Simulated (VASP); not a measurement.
# Bi (Im-3m) in VASP: further runs, part 2 of 2

VASP 6.6.1. Earlier steps stand in the parts before.

### Step 3. Single point, PBEsol (31.70 Å³/atom)

This run uses another cell than the first one, of 31.70 Å³/atom.

INCAR reads:

```
  ALGO = Normal
  EDIFF = 1E-6
  ENCUT = 500
  GGA = PS
  GGA_COMPAT = F
  ISIF = 2
  ISMEAR = 0
  LASPH = T
  LCHARG = F
  LREAL = F
  LWAVE = F
  NBANDS = 14
  NELM = 120
  PREC = Accurate
  SIGMA = 0.1
```

KPOINTS reads:

```
k-points
0
Gamma
  16 16 16
```

POSCAR reads:

```
Bi
1.0
   -1.9937390410      1.9937390410      1.9937390410
    1.9937390410     -1.9937390410      1.9937390410
    1.9937390410      1.9937390410     -1.9937390410
Bi
1
Direct
    0.0000000000      0.0000000000      0.0000000000
```

Potentials or basis: VASP PAW PBE potentials, release 64 (Bi_d).

Launch:

```
cat potpaw_PBE.64/Bi_d/POTCAR > POTCAR
mpirun -np 1 vasp_std > vasp.out
```

OUTCAR:

```text
EDIFF = 1E-6
   ENCUT = 500
   GGA = PS
   ISIF = 2
   ISMEAR = 0
   LASPH = T
   LREAL = F
   NELM = 120
   PREC = Accurate

 ion  position               nearest neighbor table
   1  0.000  0.000  0.000-

  LATTYP: Found a body centered cubic cell.
 ALAT       =     3.9874780820

  Lattice vectors:

 A1 = (  -1.9937390410,   1.9937390410,   1.9937390410)
 A2 = (   1.9937390410,  -1.9937390410,   1.9937390410)
 A3 = (   1.9937390410,   1.9937390410,  -1.9937390410)

Analysis of symmetry for initial positions (statically):
=====================================================================
 Subroutine PRICEL returns:
 Original cell was already a primitive cell.

 Routine SETGRP: Setting up the symmetry group for a
 body centered cubic supercell.

 Subroutine GETGRP returns: Found 48 space group operations
 (whereof 48 operations were pure point group operations)
 out of a pool of 48 trial point group operations.

The static configuration has the point symmetry O_h .

Analysis of symmetry for dynamics (positions and initial velocities):
=====================================================================
 Subroutine PRICEL returns:
[... 171 lines left out ...]
      7      12.5014      0.00000
      8      12.5014      0.00000
      9      12.5014      0.00000
     10      16.3799      0.00000
     11      17.9866      0.00000
     12      17.9866      0.00000
     13      17.9866      0.00000
     14      19.0933      0.00000
[... 377 lines left out ...]
      1     -15.4305      2.00000
      2     -15.3800      2.00000
      3     -15.3162      2.00000
      4     -15.3098      2.00000
      5     -15.2635      2.00000
      6      -3.5925      2.00000
      7       4.5615      2.00000
      8       7.4124      1.72494
      9      10.3697      0.00000
     10      15.3361      0.00000
     11      16.8115      0.00000
     12      19.0630      0.00000
     13      21.1290      0.00000
     14      21.5846      0.00000

 [... further k-points ...]

------------------------ aborting loop because EDIFF is reached ----------------------------------------

  FORCE on cell =-STRESS in cart. coord.  units (eV):
  Direction    XX          YY          ZZ          XY          YZ          ZX
  --------------------------------------------------------------------------------------
  -------------------------------------------------------------------------------------
  Total       -0.5799615     -0.5799615     -0.5799615      0.0000000      0.0000000     -0.0000000
  in kB      -29.3119590    -29.3119590    -29.3119590      0.0000000      0.0000000     -0.0000000
  external PRESSURE =     -29.3119590 kB  Pullay stress =       0.0000000 kB

 VOLUME and BASIS-vectors are now :
 -----------------------------------------------------------------------------
  energy-cutoff  :      500.00
  volume of cell :       31.70
      direct lattice vectors                 reciprocal lattice vectors
    -1.993739041  1.993739041  1.993739041     0.000000000  0.250785078  0.250785078
     1.993739041 -1.993739041  1.993739041     0.250785078  0.000000000  0.250785078
     1.993739041  1.993739041 -1.993739041     0.250785078  0.250785078  0.000000000

 POSITION                                       TOTAL-FORCE (eV/Angst)
 -----------------------------------------------------------------------------------
      0.00000      0.00000      0.00000        -0.000000     -0.000000      0.000000
 -----------------------------------------------------------------------------------
    total drift:                                0.000000     -0.000000     -0.000000

  FREE ENERGIE OF THE ION-ELECTRON SYSTEM (eV)
  ---------------------------------------------------
  free  energy   TOTEN  =        -4.2033615897 eV

  energy  without entropy=       -4.1986961438  energy(sigma->0) =       -4.20102887
```

OSZICAR:

```text
N       E                     dE             d eps       ncg     rms          rms(c)
DAV:   1     0.115205867809E+03    0.11521E+03   -0.75598E+03  4104   0.119E+03
DAV:   2     0.263820502933E+01   -0.11257E+03   -0.10884E+03  4360   0.339E+02
DAV:   3    -0.404734689772E+01   -0.66856E+01   -0.66597E+01  5184   0.798E+01
DAV:   4    -0.420489392834E+01   -0.15755E+00   -0.15751E+00  5068   0.130E+01
DAV:   5    -0.421188147792E+01   -0.69875E-02   -0.69874E-02  5824   0.252E+00    0.480E-01
DAV:   6    -0.420496732413E+01    0.69142E-02   -0.10459E-02  5490   0.141E+00    0.277E-01
DAV:   7    -0.420337868732E+01    0.15886E-02   -0.60122E-03  5410   0.105E+00    0.863E-02
DAV:   8    -0.420336210192E+01    0.16585E-04   -0.53082E-04  5276   0.347E-01    0.105E-02
DAV:   9    -0.420336153988E+01    0.56203E-06   -0.13915E-05  5608   0.523E-02    0.440E-03
DAV:  10    -0.420336158975E+01   -0.49865E-07   -0.11851E-06  3906   0.143E-02
   1 F= -.42033616E+01 E0= -.42010289E+01  d E =-.466545E-02
```

stdout:

```text
POSCAR found type information on POSCAR Bi
 POSCAR found :  1 types and       1 ions
 scaLAPACK will be used
 -----------------------------------------------------------------------------
|                                                                             |
|                                                                             |
|     You enforced a specific xc type in the INCAR file but a different       |
|     I HOPE YOU KNOW WHAT YOU ARE DOING!                                     |
|                                                                             |
 -----------------------------------------------------------------------------

 LDA part: xc-table for (Slater+PW92), standard interpolation
 POSCAR, INCAR and KPOINTS ok, starting setup
 FFT: planning ... GRIDC
 FFT: planning ... GRID_SOFT
 FFT: planning ... GRID
 WAVECAR not read
 entering main loop
```

Wall time 39 s (1 thread of Intel Xeon Platinum 8259CL at 2.50GHz (Skylake/Cascade Lake), shared host); peak memory 0.19 GiB.

What came out:

- Free energy: -4.2034 eV
- Pressure: -2.9 GPa
- Band gap on the k mesh: zero (an odd number of electrons rules out a gap without spin polarisation)

Levels at points of the mesh, in eV from the Fermi level:
| k point | band 3 | band 4 | band 5 | band 6 | band 7 | band 8 | band 9 | band 10 | band 11 | band 12 |
| --- | --- | --- | --- | --- | --- | --- | --- | --- | --- | --- |
| (0.00, 0.00, 0.00) | -22.91 | -22.79 | -22.79 | -13.38 | 5.01 | 5.01 | 5.01 | 8.89 | 10.50 | 10.50 |
| (0.50, 0.00, 0.00) | -22.79 | -22.79 | -22.71 | -10.43 | -4.95 | 1.57 | 3.42 | 5.91 | 7.55 | 12.31 |
| (0.50, 0.50, 0.50) | -22.73 | -22.73 | -22.73 | -8.41 | -1.74 | -1.74 | -1.74 | 3.56 | 3.56 | 15.36 |

Caveat: the PAW data sets were made with another functional, which shifts forces and pressure a little; spin-orbit coupling is left out, which moves the levels of the heavy elements.

### Step 4. Single point, PBEsol (32.60 Å³/atom)

This run uses another cell than the first one, of 32.60 Å³/atom.

INCAR reads:

```
PREC = Accurate ; ENCUT = 500
EDIFF = 1E-6 ; ISMEAR = 0
SIGMA = 0.1 ; LREAL = F
LASPH = T ; NELM = 120
ALGO = Normal ; ISIF = 2
LWAVE = F ; LCHARG = F
GGA = PS ; NBANDS = 14
GGA_COMPAT = F
```

KPOINTS reads:

```
regular mesh
0
Gamma
  16 16 16
```

POSCAR reads:

```
Bi
1.0
   -2.0123731962      2.0123731962      2.0123731962
    2.0123731962     -2.0123731962      2.0123731962
    2.0123731962      2.0123731962     -2.0123731962
Bi
1
Direct
    0.0000000000      0.0000000000      0.0000000000
```

Launch:

```
cat potpaw_PBE.64/Bi_d/POTCAR > POTCAR
mpirun -np 1 vasp_std > vasp.out
```

Run time: 42 s. Hardware: 1 thread of Intel Xeon Platinum 8259CL at 2.50GHz (Skylake/Cascade Lake), shared host; peak memory 0.19 GiB.

Results (log left out):

- Free energy: -4.1841 eV
- Pressure: -4.1 GPa
- Band gap on the k mesh: zero (an odd number of electrons rules out a gap without spin polarisation)

Levels at points of the mesh, in eV from the Fermi level:
| k point | band 5 | band 6 | band 7 | band 8 | band 9 | band 10 |
| --- | --- | --- | --- | --- | --- | --- |
| (0.00, 0.00, 0.00) | -22.78 | -13.19 | 4.82 | 4.82 | 4.82 | 8.55 |
| (0.50, 0.00, 0.00) | -22.70 | -10.40 | -4.79 | 1.52 | 3.34 | 5.82 |
| (0.50, 0.50, 0.50) | -22.72 | -8.49 | -1.68 | -1.68 | -1.68 | 3.59 |

Caveat: the cell stands under tension; the PAW data sets were made with another functional, which shifts forces and pressure a little; spin-orbit coupling is left out, which moves the levels of the heavy elements.

### Step 5. Overview

| cell | gap on the mesh (eV) | pressure (GPa) |
| --- | --- | --- |
| a = 3.420 Å, angles 109.5°, 1 atom | none | -1.6 |
| a = 3.453 Å, angles 109.5°, 1 atom | none | -2.9 |
| a = 3.486 Å, angles 109.5°, 1 atom | none | -4.1 |

Alike in all rows: task single point; level PBEsol; potentials or basis VASP PAW PBE potentials, release 64 (Bi_d); no spin polarisation; k mesh 16 × 16 × 16; cutoff (eV) 500; smearing gaussian 0.1 eV.

Caveats: the PAW data sets were made with another functional, which shifts forces and pressure a little; spin-orbit coupling is left out, which moves the levels of the heavy elements; the cell stands under tension (at least some runs).

Total energies depend on the potentials used, so only differences within one code and one set of settings carry meaning.
